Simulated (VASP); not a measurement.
# BaF2 (Fm-3m) in VASP: notebook

BaF2 is run at these levels: PBE-based screened hybrid with 15 % exact exchange, PBE-based screened hybrid with 40 % exact exchange; tasks: single point.

Program: VASP 6.6.1. These are calculated values, not measurements. Logs are shortened: lines on timing, memory, paths and dates and some standing lists are left out, and cuts for length are marked.

## Step 1: The cell of the first run

It takes space group Fm-3m (No. 225, cubic). The conventional cell has a = 6.194 Å, b = 6.194 Å, c = 6.194 Å, α = 90.00°, β = 90.00°, γ = 90.00°. Within 3.5 Å of Ba (site symmetry m-3m) lie 8 F at 2.68 Å. F (site symmetry -43m) has 4 Ba at 2.68 Å and 6 F at 3.10 Å within 3.5 Å.

## Step 2: Single point, PBE-based screened hybrid with 15 % exact exchange

POSCAR

```
BaF2
1.0
    0.0000000000      3.0971612412      3.0971612412
    3.0971612412      0.0000000000      3.0971612412
    3.0971612412      3.0971612412      0.0000000000
Ba F
1 2
Direct
    0.0000000000      0.0000000000      0.0000000000
    0.2500000000      0.2500000000      0.2500000000
    0.7500000000      0.7500000000      0.7500000000
```

INCAR.step1

```
SYSTEM = BaF2
ALGO = Normal
EDIFF = 1E-5
ENCUT = 520
GGA = PE
GGA_COMPAT = .False.
ISIF = 2
ISMEAR = 0
LASPH = .True.
LCHARG = .False.
LREAL = .False.
LWAVE = .True.
NBANDS = 19
NELM = 120
PREC = Accurate
SIGMA = 0.01
```

INCAR.step2

```
SYSTEM = BaF2
AEXX = 0.15
ALGO = Normal
EDIFF = 1E-6
ENCUT = 520
GGA = PE
GGA_COMPAT = .False.
HFSCREEN = 0.5
ISIF = 2
ISMEAR = 0
ISTART = 1
LASPH = .True.
LCHARG = .False.
LHFCALC = .True.
LREAL = .False.
LWAVE = .False.
NBANDS = 19
NELM = 120
PREC = Accurate
PRECFOCK = Normal
SIGMA = 0.01
```

KPOINTS

```
k-points
0
Gamma
  4 4 4
  0 0 0
```

Potentials or basis: VASP PAW PBE potentials, release 64 (Ba_sv, F).

On the command line:

```bash
cat potpaw_PBE.64/Ba_sv/POTCAR potpaw_PBE.64/F/POTCAR > POTCAR
cp INCAR.step1 INCAR
mpirun -np 1 vasp_std > vasp.out
cp INCAR.step2 INCAR
mpirun -np 1 vasp_std > vasp.out
```

OUTCAR:

```text
SYSTEM = BaF2
   AEXX = 0.15
   EDIFF = 1E-6
   ENCUT = 520
   GGA = PE
   HFSCREEN = 0.5
   ISIF = 2
   ISMEAR = 0
   ISTART = 1
   LASPH = .True.
   LHFCALC = .True.
   LREAL = .False.
   NELM = 120
   PREC = Accurate
   PRECFOCK = Normal

 ion  position               nearest neighbor table
   1  0.000  0.000  0.000-   3 2.68   3 2.68   3 2.68   2 2.68   3 2.68   2 2.68   2 2.68   2 2.68

   2  0.250  0.250  0.250-   1 2.68   1 2.68   1 2.68   1 2.68
   3  0.750  0.750  0.750-   1 2.68   1 2.68   1 2.68   1 2.68

  LATTYP: Found a face centered cubic cell.
 ALAT       =     6.1943224824

  Lattice vectors:

 A1 = (   0.0000000000,   3.0971612412,   3.0971612412)
 A2 = (   3.0971612412,   0.0000000000,   3.0971612412)
 A3 = (   3.0971612412,   3.0971612412,   0.0000000000)

Analysis of symmetry for initial positions (statically):
=====================================================================
 Subroutine PRICEL returns:
 Original cell was already a primitive cell.

 Routine SETGRP: Setting up the symmetry group for a
 face centered cubic supercell.

 Subroutine GETGRP returns: Found 48 space group operations
 (whereof 48 operations were pure point group operations)
 out of a pool of 48 trial point group operations.

The static configuration has the point symmetry O_h .

Analysis of symmetry for dynamics (positions and initial velocities):
=====================================================================
 Subroutine PRICEL returns:
 Original cell was already a primitive cell.

 Routine SETGRP: Setting up the symmetry group for a
 face centered cubic supercell.

 Subroutine GETGRP returns: Found 48 space group operations
 (whereof 48 operations were pure point group operations)
 out of a pool of 48 trial point group operations.

The dynamic configuration has the point symmetry O_h .

 Subroutine INISYM returns: Found 48 space group operations
 (whereof 48 operations are pure point group operations),
 and found     1 'primitive' translations

----------------------------------------------------------------------------------------

                                     Primitive cell

  volume of cell :      59.4185

  direct lattice vectors                    reciprocal lattice vectors
     0.000000000  3.097161241  3.097161241    -0.161438156  0.161438156  0.161438156
     3.097161241  0.000000000  3.097161241     0.161438156 -0.161438156  0.161438156
     3.097161241  3.097161241  0.000000000     0.161438156  0.161438156 -0.161438156

  length of vectors
     4.380047432  4.380047432  4.380047432     0.279619089  0.279619089  0.279619089

  position of ions in fractional coordinates (direct lattice)
     0.000000000  0.000000000  0.000000000
     0.250000000  0.250000000  0.250000000
     0.750000000  0.750000000  0.750000000

  ion indices of the primitive-cell ions
   primitive index   ion index
                 1           1
                 2           2
                 3           3

----------------------------------------------------------------------------------------

 KPOINTS: k-points

Automatic generation of k-mesh.
 Grid dimensions read from file:
 generate k-points for:    4    4    4

 Generating k-lattice:

  Cartesian coordinates                     Fractional coordinates (reciprocal lattice)
    -0.040359539  0.040359539  0.040359539     0.250000000  0.000000000  0.000000000
     0.040359539 -0.040359539  0.040359539     0.000000000  0.250000000  0.000000000
     0.040359539  0.040359539 -0.040359539     0.000000000  0.000000000  0.250000000

  Length of vectors
     0.069904772  0.069904772  0.069904772

  Shift w.r.t. Gamma in fractional coordinates (k-lattice)
     0.000000000  0.000000000  0.000000000

 Subroutine IBZKPT returns following result:
 ===========================================

 Found      8 irreducible k-points:

 Following reciprocal coordinates:
            Coordinates               Weight
  0.000000  0.000000  0.000000      1.000000
  0.250000  0.000000  0.000000      8.000000
  0.500000  0.000000  0.000000      4.000000
  0.250000  0.250000  0.000000      6.000000
  0.500000  0.250000  0.000000     24.000000
 -0.250000  0.250000  0.000000     12.000000
  0.500000  0.500000  0.000000      3.000000
 -0.250000  0.500000  0.250000      6.000000
   k-points           NKPTS =      8   k-points in BZ     NKDIM =     64   number of bands    NBANDS=     19
   number of dos      NEDOS =    301   number of ions     NIONS =      3
   total plane-waves  NPLWV =  46656
   dimension x,y,z NGX =    36 NGY =   36 NGZ =   36
   dimension x,y,z NGXF=    72 NGYF=   72 NGZF=   72
   ions per type =               1   2
   NGX,Y,Z   is equivalent  to a cutoff of  13.66, 13.66, 13.66 a.u.
   NGXF,Y,Z  is equivalent  to a cutoff of  27.33, 27.33, 27.33 a.u.
 SYSTEM =  BaF2
   PREC   = accura    normal or accurate (medium, high low for compatibility)
   ISTART =      1    job   : 0-new  1-cont  2-samecut
   ICHARG =      0    charge: 1-file 2-atom 10-const
   ISPIN  =      1    spin polarized calculation?
   LNONCOLLINEAR =      F non collinear calculations
   LSORBIT =      F    spin-orbit coupling
   LASPH  =      T    aspherical Exc in radial PAW
   ENCUT  =  520.0 eV  38.22 Ry    6.18 a.u.   8.14  8.14  8.14*2*pi/ulx,y,z
   NELM   =    120;   NELMIN=  2; NELMDL=  0     # of ELM steps
   EDIFF  = 0.1E-05   stopping-criterion for ELM
   LREAL  =      F    real-space projection
   EDIFFG = 0.1E-04   stopping-criterion for IOM
   NSW    =      0    number of steps for IOM
   IBRION =     -1    ionic relax: 0-MD 1-quasi-New 2-CG
   NFREE  =      0    steps in history (QN), initial steepest desc. (CG)
   ISIF   =      2    stress and relaxation
   ISYM   =      3    0-nonsym 1-usesym 2-fastsym
   POTIM  = 0.5000    time-step for ionic-motion
   TEBEG  =    0.0;   TEEND  =   0.0 temperature during run
   PSTRESS=    0.0 pullay stress
   NELECT =      24.0000    total number of electrons
   NUPDOWN=      -1.0000    fix difference up-down
   EMIN   =  10.00;   EMAX   =-10.00  energy-range for DOS
   EFERMI =   0.00;   METHOD = LEGACY
   ISMEAR =     0;   SIGMA  =   0.01  broadening in eV -4-tet -1-fermi 0-gaus
   EFERMI_NEDOS =   21; number of points for ismear=-14 and -15
   IALGO  =     38    algorithm
   IMIX   =      1    mixing-type and parameters
     AMIX     =   0.40;   BMIX     =  1.00
     AMIX_MAG =   1.60;   BMIX_MAG =  1.00
  volume/ion in A,a.u.               =      19.81       133.66
  Fermi-wavevector in a.u.,A,eV,Ry     =   1.210147  2.286846 19.925127  1.464456
  Thomas-Fermi vector in A             =   2.345703
   LORBIT       =      0    0 simple, 1 ext, 2 COOP (PROOUT), +10 PAW based schemes
   GGA     = PE    functional components
   LHFCALC =     T    Hartree Fock is set to
   PRECFOCK=normal    Normal, Fast or Accurate (Low or Medium for compatibility)
   ENCUT4O =  -1.0   cutoff for four orbital integrals eV
   NKREDX  =     1    reduce k-point grid by
   NKREDY  =     1    reduce k-point grid by
   NKREDZ  =     1    reduce k-point grid by
   AEXX    =    0.1500 exact exchange contribution
   HFSCREEN=    0.5000 screening length (either q_TF or 0.3 A-1)
   HFSCREENC=   0.5000 screening length for correlation (either q_TF or 0.3 A-1)
   ENCUTFOCK=  -1.0 apply spherical cutoff to Coloumb kernel
   IVDW    =     0    specifies the selected vdW correction
   LEPSILON=     F    determine dielectric tensor
   LRPA    =     F    only Hartree local field effects (RPA)
 non-spin polarized calculation
 Gauss-broadening in eV      SIGMA  =   0.01
  energy-cutoff  :      520.00
  volume of cell :       59.42
 maximum number of plane-waves:      1639
 NGX is ok and might be reduce to    36
  NGX = 28; NGY = 28; NGZ = 28

 number of electron      24.0000001 magnetization

 Free energy of the ion-electron system (eV)
  ---------------------------------------------------
  ext. energy  EPLUGINS =         0.00000000
  ---------------------------------------------------
  free energy    TOTEN  =       -18.49054065 eV

  energy without entropy =      -18.49054065  energy(sigma->0) =      -18.49054065

 E-fermi :  -2.6238     XC(G=0):  -8.0394

 val. band max:       -2.7028990351   @ k =  -0.2500   0.2500   0.0000
 cond. band min:       4.7980815452   @ k =   0.0000   0.0000   0.0000
 fundamental gap:      7.5009805802
 Fermi energy:        -2.6237739032

 k-point     1 :       0.0000    0.0000    0.0000
  band No.  band energies     occupation
      1     -26.2826      2.00000
      2     -22.5365      2.00000
      3     -22.4234      2.00000
      4     -10.5173      2.00000
      5     -10.5173      2.00000
      6     -10.5173      2.00000
[... 11 lines left out ...]
     18       9.5562      0.00000
     19      13.5328      0.00000

 k-point     2 :       0.2500    0.0000    0.0000
  band No.  band energies     occupation
      1     -26.1595      2.00000
      2     -22.6139      2.00000
      3     -22.5452      2.00000
      4     -10.6133      2.00000
      5     -10.6059      2.00000
      6     -10.6059      2.00000
[... 11 lines left out ...]
     18       9.6187      0.00000
     19      11.8533      0.00000

 k-point     3 :       0.5000    0.0000    0.0000
  band No.  band energies     occupation
      1     -26.0240      2.00000
      2     -22.7765      2.00000
      3     -22.5954      2.00000
      4     -10.6897      2.00000
      5     -10.6897      2.00000
      6     -10.6896      2.00000
[... 11 lines left out ...]
     18       9.7439      0.00000
     19      12.0904      0.00000

 k-point     4 :       0.2500    0.2500    0.0000
  band No.  band energies     occupation
      1     -26.1171      2.00000
      2     -22.6272      2.00000
      3     -22.5993      2.00000
      4     -10.7377      2.00000
      5     -10.7377      2.00000
      6     -10.4362      2.00000
[... 11 lines left out ...]
     18       9.7853      0.00000
     19      13.5806      0.00000

 k-point     5 :       0.5000    0.2500    0.0000
  band No.  band energies     occupation
      1     -25.9787      2.00000
      2     -22.7688      2.00000
      3     -22.6732      2.00000
      4     -10.8218      2.00000
      5     -10.8185      2.00000
      6     -10.5168      2.00000
[... 11 lines left out ...]
     18      10.7404      0.00000
     19      12.1174      0.00000

 k-point     6 :      -0.2500    0.2500    0.0000
  band No.  band energies     occupation
      1     -26.0259      2.00000
      2     -22.6909      2.00000
      3     -22.6794      2.00000
      4     -10.7077      2.00000
      5     -10.6926      2.00000
      6     -10.6803      2.00000
[... 11 lines left out ...]
     18      10.4771      0.00000
     19      12.3809      0.00000

 k-point     7 :       0.5000    0.5000    0.0000
  band No.  band energies     occupation
      1     -25.9305      2.00000
      2     -22.8518      2.00000
      3     -22.6608      2.00000
      4     -10.9395      2.00000
      5     -10.9395      2.00000
      6     -10.3434      2.00000
[... 11 lines left out ...]
     18      11.0303      0.00000
     19      13.0863      0.00000

 k-point     8 :      -0.2500    0.5000    0.2500
  band No.  band energies     occupation
      1     -25.9304      2.00000
      2     -22.7581      2.00000
      3     -22.7581      2.00000
      4     -10.9568      2.00000
      5     -10.6414      2.00000
      6     -10.6414      2.00000
[... 11 lines left out ...]
     18      12.8944      0.00000
     19      13.1467      0.00000

------------------------ aborting loop because EDIFF is reached ----------------------------------------

  FORCE on cell =-STRESS in cart. coord.  units (eV):
  Direction    XX          YY          ZZ          XY          YZ          ZX
  --------------------------------------------------------------------------------------
  -------------------------------------------------------------------------------------
  Total        0.7029632      0.7029632      0.7029632     -0.0000000     -0.0000000      0.0000000
  in kB       18.9549093     18.9549093     18.9549093     -0.0000000     -0.0000000      0.0000000
  external PRESSURE =      18.9549093 kB  Pullay stress =       0.0000000 kB

 VOLUME and BASIS-vectors are now :
 -----------------------------------------------------------------------------
  energy-cutoff  :      520.00
  volume of cell :       59.42
      direct lattice vectors                 reciprocal lattice vectors
     0.000000000  3.097161241  3.097161241    -0.161438156  0.161438156  0.161438156
     3.097161241  0.000000000  3.097161241     0.161438156 -0.161438156  0.161438156
     3.097161241  3.097161241  0.000000000     0.161438156  0.161438156 -0.161438156

 POSITION                                       TOTAL-FORCE (eV/Angst)
 -----------------------------------------------------------------------------------
      0.00000      0.00000      0.00000        -0.000000     -0.000000     -0.000000
      1.54858      1.54858      1.54858        -0.000000     -0.000000     -0.000000
      4.64574      4.64574      4.64574         0.000000      0.000000      0.000000
 -----------------------------------------------------------------------------------
    total drift:                               -0.000005     -0.000005     -0.000005

  FREE ENERGIE OF THE ION-ELECTRON SYSTEM (eV)
  ---------------------------------------------------
  free  energy   TOTEN  =       -18.4905406485 eV

  energy  without entropy=      -18.4905406485  energy(sigma->0) =      -18.49054065
```

Run time: 21 min. Hardware: 1 thread of AMD EPYC 7R43 (Zen 3), shared host; peak memory 0.28 GiB.

Results:

```
Free energy            : -18.4905 eV
Pressure               : 1.9 GPa
Band gap on the k mesh : 7.50 eV (least direct gap 7.59 eV)
```

Caveat: the k points lie up to 0.44 Å⁻¹ apart; the PAW data sets were made with another functional, which shifts forces and pressure a little; spin-orbit coupling is left out, which moves the levels of the heavy elements.

## Step 3: Single point, PBE-based screened hybrid with 40 % exact exchange

POSCAR is that of step 2.

INCAR.step1

```
ALGO = Normal ; EDIFF = 1E-5
ENCUT = 520 ; GGA = PE
GGA_COMPAT = F ; ISIF = 2
ISMEAR = 0 ; LASPH = T
LCHARG = F ; LREAL = F
LWAVE = T ; NBANDS = 19
NELM = 120 ; PREC = Accurate
SIGMA = 0.01
```

INCAR.step2

```
AEXX = 0.4 ; ALGO = Normal
EDIFF = 1E-6 ; ENCUT = 520
GGA = PE ; GGA_COMPAT = F
HFSCREEN = 0.2078 ; ISIF = 2
ISMEAR = 0 ; ISTART = 1
LASPH = T ; LCHARG = F
LHFCALC = T ; LREAL = F
LWAVE = F ; NBANDS = 19
NELM = 120 ; PREC = Accurate
PRECFOCK = Normal ; SIGMA = 0.01
```

KPOINTS

```
k-points
0
Gamma
  4 4 4
```

Potentials or basis: VASP PAW PBE potentials, release 64 (Ba_sv, F).

On the command line:

```bash
cat potpaw_PBE.64/Ba_sv/POTCAR potpaw_PBE.64/F/POTCAR > POTCAR
cp INCAR.step1 INCAR
mpirun -np 1 vasp_std > vasp.out
cp INCAR.step2 INCAR
mpirun -np 1 vasp_std > vasp.out
```

Run time: 20 min. Hardware: 1 thread of AMD EPYC 7R43 (Zen 3), shared host; peak memory 0.28 GiB.

The run converged. Its results:

| Property | Result |
| --- | --- |
| Free energy | -22.4050 eV |
| Pressure | 0.7 GPa |
| Band gap on the k mesh | 9.89 eV (least direct gap 10.00 eV) |

Levels at points of the mesh, in eV from the valence-band top:
```csv
k point,band 8,band 9,band 10,band 11,band 12,band 13,band 14,band 15,band 16,band 17
"(0.00, 0.00, 0.00)",-1.62,-1.62,-0.10,-0.10,-0.10,9.89,12.61,12.61,15.06,15.06
"(0.50, 0.00, 0.00)",-1.18,-0.75,-0.35,-0.16,-0.16,12.55,12.57,12.57,12.86,15.24
"(0.50, 0.50, 0.00)",-0.43,-0.43,-0.28,-0.28,-0.20,10.35,12.46,14.23,15.64,15.64
```

Caveat: the k points lie up to 0.44 Å⁻¹ apart; the PAW data sets were made with another functional, which shifts forces and pressure a little; spin-orbit coupling is left out, which moves the levels of the heavy elements. A k mesh can miss the band edges.
